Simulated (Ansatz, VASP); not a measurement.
# BN: VASP beside Ansatz

```
B N
1.0
     0.00000    1.70724    1.70724
     1.70724    0.00000    1.70724
     1.70724    1.70724    0.00000
B N
1 1
Direct
  0.00000 0.00000 0.00000
  0.50000 0.50000 0.50000
```

Change from the starting cell: hydrostatic strain -2.2%.

Alike in both runs: task single point; functional PBE; k mesh 12 × 12 × 12; occupations fermi-dirac, width 0.02 eV; no spin polarisation.

```csv
,VASP,Ansatz
version,VASP 6.6.1,Ansatz 0.2.0
potentials or method,"VASP PAW PBE potentials, release 64 (B, N)","plane waves, PAW"
plane-wave cutoff (eV),520,420
valence electrons in the cell,8,8
```

VASP gave:

| Quantity | Value |
| --- | --- |
| gap on the k mesh at the Fermi level (eV) | 1.71 |
| pressure (GPa) | 34.1 |

Q: What did Ansatz give for the same quantities?

A: gap on the k mesh at the Fermi level (eV): 1.72; pressure (GPa): 34.0.

Both programs put the cell under a high pressure, so it lies far from rest at this level.
